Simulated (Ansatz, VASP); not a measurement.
# Two plane-wave programs on Ge

```
Ge
1.0
     3.95099    0.00000    0.00000
    -1.97549    3.42166    0.00000
     0.00000    0.00000   28.00000
Ge
2
Direct
  0.33333 0.66667 0.51138
  0.66667 0.33333 0.48862
```

Alike in both runs: functional LDA; k mesh 12 × 12 × 1; occupations gaussian, width 0.1 eV; no spin polarisation.

Ansatz relaxed the structure, and its values are those at the end. VASP's run is a single point on that final structure, the one shown.

|  | VASP | Ansatz |
| --- | --- | --- |
| version | VASP 6.6.1 | Ansatz 0.2.0 |
| potentials or method | VASP PAW LDA potentials, release 64 (Ge_d), cutoff 520 eV | scalar-relativistic, plane waves, PAW |
| valence electrons in the cell | 28 | 28 |

VASP gave:

```
gap on the k mesh at the Fermi level (eV)  : none
rms of the force components (eV/Å)         : 0.003
work function, face that differs most (eV) : 4.70
```

Q: Which values does Ansatz return?

A: gap on the k mesh at the Fermi level (eV): none; rms of the force components (eV/Å): 0.001; work function, face that differs most (eV): 4.69.

Ansatz warns that its potentials were made for another functional, while VASP's fit it. LDA's correlation is that of Perdew and Zunger in VASP and of Perdew and Wang (1992) in Ansatz. A gap of «none» marks a metal or a gap that the smearing closes.
